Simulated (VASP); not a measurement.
A run of VASP 6.6.1 is set up as follows.

INCAR

```
SYSTEM = Sc4BP3
PREC = Accurate
ENCUT = 520
EDIFF = 1E-6
ISMEAR = 0
SIGMA = 0.1
LREAL = .False.
LASPH = .True.
NELM = 150
ALGO = Normal
ISIF = 2
LWAVE = .False.
LCHARG = .False.
ISPIN = 2
MAGMOM = 1 1 1 1 0 0 0 0
LORBIT = 11
LMAXMIX = 4
GGA = PE
NBANDS = 45
```

Contents of KPOINTS:

```
regular mesh
0
Gamma
  6 6 2
  0 0 0
```

The input POSCAR:

```
Sc4BP3
1.0
    3.6423475125      0.0000000000      0.0000000000
   -1.8211737563      3.1543654752      0.0000000000
    0.0000000000      0.0000000000     12.6145116994
Sc B P
4 1 3
Direct
    0.3333333333      0.6666666667      0.3754884998
    0.3333333333      0.6666666667      0.1130093705
    0.6666666667      0.3333333333      0.8869906295
    0.6666666667      0.3333333333      0.6245115002
    0.0000000000      0.0000000000      0.0000000000
    0.6666666667      0.3333333333      0.2454226645
    0.3333333333      0.6666666667      0.7545773355
    0.0000000000      0.0000000000      0.5000000000
```

Potentials or basis: VASP PAW PBE potentials, release 64 (Sc_sv, B, P).

Launch:

```bash
$ cat potpaw_PBE.64/Sc_sv/POTCAR potpaw_PBE.64/B/POTCAR potpaw_PBE.64/P/POTCAR > POTCAR
$ mpirun -np 1 vasp_std > vasp.out
```

Question: What does it give for the band gap on the k mesh?

Answer: Zero (filled and empty bands overlap).

Question: What does it give for the net moment?

Answer: 0.00 μB per cell.

Question: Predict the largest force.

Answer: 0.088 eV/Å.

Forces on the atoms (eV/Å):
```
Sc   0.000  0.000 -0.044
Sc   0.000  0.000  0.023
Sc   0.000  0.000 -0.023
Sc   0.000  0.000  0.044
B    0.000  0.000  0.000
P    0.000  0.000  0.088
P    0.000  0.000 -0.088
P    0.000  0.000  0.000
```
